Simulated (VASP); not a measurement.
# BiO4 (Im-3m) in VASP: a series of runs, part 2 of 2

VASP 6.6.1. The steps go on from the part before.

## 6. Relaxation of cell and atoms, PBE

This run uses another cell than the first one, of 13.24 Å³/atom, 0.991 times its volume.

INCAR reads:

```
ALGO     = Normal         # electronic algorithm
EDIFF    = 1E-7           # SCF threshold, eV
EDIFFG   = -0.01          # ionic threshold
ENCUT    = 600            # plane-wave cutoff, eV
GGA      = PE             # functional
IBRION   = 2              # ionic algorithm
ISIF     = 3              # what is computed and relaxed
ISMEAR   = 0              # smearing method
LASPH    = True           # aspherical terms in the spheres
LCHARG   = False          # write CHGCAR
LREAL    = False          # projectors in reciprocal space
LWAVE    = False          # write WAVECAR
NELM     = 100            # most SCF steps
NSW      = 100            # ionic steps
PREC     = Accurate       # precision mode
SIGMA    = 0.1            # smearing width, eV
```

KPOINTS reads:

```
k-points
0
Gamma
  10 10 10
```

POSCAR reads:

```
BiO4
1.0
   -2.5481669917      2.5481669917      2.5481669917
    2.5481669917     -2.5481669917      2.5481669917
    2.5481669917      2.5481669917     -2.5481669917
Bi O
1 4
Direct
    0.0000000000      0.0000000000      0.0000000000
    0.5000000000      0.5000000000      0.5000000000
    0.5000000000      0.0000000000      0.0000000000
    0.0000000000      0.0000000000      0.5000000000
    0.0000000000      0.5000000000      0.0000000000
```

Potentials or basis: VASP PAW PBE potentials, release 64 (Bi_d, O).

The run is started by

```
$ cat potpaw_PBE.64/Bi_d/POTCAR potpaw_PBE.64/O/POTCAR > POTCAR
$ mpirun -np 1 vasp_std > vasp.out
```

OUTCAR:

```text
EDIFF = 1E-7
   EDIFFG = -0.01
   ENCUT = 600
   GGA = PE
   IBRION = 2
   ISIF = 3
   ISMEAR = 0
   LASPH = True
   LREAL = False
   NELM = 100
   NSW = 100
   PREC = Accurate

 ion  position               nearest neighbor table
   1  0.000  0.000  0.000-   2 2.21   3 2.21   4 2.21   5 2.21   4 2.21   5 2.21   3 2.21   2 2.21

   2  0.500  0.500  0.500-   1 2.21   1 2.21
   3  0.500  0.000  0.000-   1 2.21   1 2.21
   4  0.000  0.000  0.500-   1 2.21   1 2.21
   5  0.000  0.500  0.000-   1 2.21   1 2.21

  LATTYP: Found a body centered cubic cell.
 ALAT       =     5.0963339834

  Lattice vectors:

 A1 = (  -2.5481669917,   2.5481669917,   2.5481669917)
 A2 = (   2.5481669917,  -2.5481669917,   2.5481669917)
 A3 = (   2.5481669917,   2.5481669917,  -2.5481669917)

Analysis of symmetry for initial positions (statically):
=====================================================================
 Subroutine PRICEL returns:
 Original cell was already a primitive cell.

 Routine SETGRP: Setting up the symmetry group for a
[... 225 lines left out ...]

 val. band max:        2.5203021473   @ k =   0.2000   0.2000   0.1000
 cond. band min:       2.5680505606   @ k =  -0.3000   0.3000   0.2000
 fundamental gap:      0.0477484133
 Fermi energy:         2.5502008933

 k-point     1 :       0.0000    0.0000    0.0000
  band No.  band energies     occupation
      1     -19.6761      2.00000
      2     -19.6761      2.00000
      3     -19.6761      2.00000
      4     -19.3094      2.00000
      5     -19.3094      2.00000
      6     -16.3556      2.00000
[... 613 lines left out ...]
     22       3.1558      0.00000
     23      11.0542      0.00000

 [... further k-points ...]

------------------------ aborting loop because EDIFF is reached ----------------------------------------

  FORCE on cell =-STRESS in cart. coord.  units (eV):
  Direction    XX          YY          ZZ          XY          YZ          ZX
  --------------------------------------------------------------------------------------
  -------------------------------------------------------------------------------------
  Total       -0.0324356     -0.0324356     -0.0324356     -0.0000000      0.0000000     -0.0000000
  in kB       -0.7821629     -0.7821629     -0.7821629     -0.0000000      0.0000000     -0.0000000
  external PRESSURE =      -0.7821629 kB  Pullay stress =       0.0000000 kB

 VOLUME and BASIS-vectors are now :
 -----------------------------------------------------------------------------
  energy-cutoff  :      600.00
  volume of cell :       66.44
      direct lattice vectors                 reciprocal lattice vectors
    -2.551478842  2.551478842  2.551478842     0.000000000  0.195964784  0.195964784
     2.551478842 -2.551478842  2.551478842     0.195964784  0.000000000  0.195964784
     2.551478842  2.551478842 -2.551478842     0.195964784  0.195964784  0.000000000

 POSITION                                       TOTAL-FORCE (eV/Angst)
 -----------------------------------------------------------------------------------
      0.00000      0.00000      0.00000        -0.000000     -0.000000     -0.000000
      1.27574      1.27574      1.27574         0.000000     -0.000000      0.000000
     -1.27574      1.27574      1.27574        -0.000000      0.000000      0.000000
      1.27574      1.27574      3.82722         0.000000      0.000000      0.000000
      1.27574     -1.27574      1.27574        -0.000000      0.000000     -0.000000
 -----------------------------------------------------------------------------------
    total drift:                                0.000000     -0.000000      0.000000

  FREE ENERGIE OF THE ION-ELECTRON SYSTEM (eV)
  ---------------------------------------------------
  free  energy   TOTEN  =       -21.2677945544 eV

  energy  without entropy=      -21.2375076582  energy(sigma->0) =      -21.25265111

 reached required accuracy - stopping structural energy minimisation
```

It took 100 s on 1 thread of Intel Xeon Platinum 8259CL at 2.50GHz (Skylake/Cascade Lake), shared host; peak memory 0.25 GiB.

Results:

```yaml
Free_energy: -21.2678 eV
Relaxed_volume: 13.29 Å³/atom
Relaxed_cell: a = 4.419 Å, b = 4.419 Å, c = 4.419 Å, α = 109.47°, β = 109.47°, γ = 109.47°
Space_group_after_relaxing_to_0.05_Å: Im-3m (No. 229)
Energy_gained_by_relaxing: 0.0 meV/atom
Ionic_steps: 2
Pressure_after_relaxing: -0.1 GPa
```

Step by step:
```csv
step,energy change (eV),largest force (eV/Å),pressure (GPa),volume (Å³)
1,0.0000,0.0000,0.33,66.18
2,-0.0002,0.0000,-0.08,66.44
```

Final structure:
```
Bi O
1.0
    -2.55148    2.55148    2.55148
     2.55148   -2.55148    2.55148
     2.55148    2.55148   -2.55148
Bi O
1 4
Direct
  0.00000 0.00000 0.00000
  0.50000 0.50000 0.50000
  0.50000 0.00000 0.00000
  0.00000 0.00000 0.50000
  0.00000 0.50000 0.00000
```

Levels at points of the mesh, in eV from the Fermi level:
```
           k point  band 15  band 16  band 17  band 18  band 19  band 20  band 21  band 22  band 23
(0.00, 0.00, 0.00)    -2.72    -2.72    -0.97    -0.30    -0.30    -0.30     0.88     0.88     9.34
(0.50, 0.00, 0.00)    -2.04    -1.58    -1.38    -0.95    -0.83     0.18     0.30     1.89     6.93
(0.50, 0.50, 0.50)    -2.26    -0.08    -0.08    -0.08     0.54     0.54     0.54     4.00     6.09
```

Caveat: spin-orbit coupling is left out, which moves the levels of the heavy elements; an odd number of electrons without spin polarisation forces a metal; a magnetic or distorted state may lie lower.

## 7. Overview

| task | cell | k mesh | cutoff (eV) | gap on the mesh (eV) | pressure (GPa) | relaxed volume (Å³/atom) |
| --- | --- | --- | --- | --- | --- | --- |
| single point | a = 4.428 Å, angles 109.5°, 5 atoms | 4 × 4 × 4 | 520 | none | 0.2 | - |
| single point | a = 4.414 Å, angles 109.5°, 5 atoms | 6 × 6 × 6 | 520 | none | 0.2 | - |
| relaxation of cell and atoms | relaxed from a = 4.428 Å, angles 109.5°, 5 atoms | 6 × 6 × 6 | 600 | none | 0.3 | 13.21 |
| single point | a = 4.416 Å, angles 109.5°, 5 atoms | 10 × 10 × 10 | 520 | none | 0.3 | - |
| relaxation of cell and atoms | relaxed from a = 4.414 Å, angles 109.5°, 5 atoms | 10 × 10 × 10 | 600 | none | -0.1 | 13.29 |

Alike in all rows: level PBE; potentials or basis VASP PAW PBE potentials, release 64 (Bi_d, O); no spin polarisation; smearing gaussian 0.1 eV.

Caveats: some runs use coarse meshes; spin-orbit coupling is left out, which moves the levels of the heavy elements; an odd number of electrons without spin polarisation forces a metal; a magnetic or distorted state may lie lower.

Absolute energies hang on the potentials; compare differences alone.
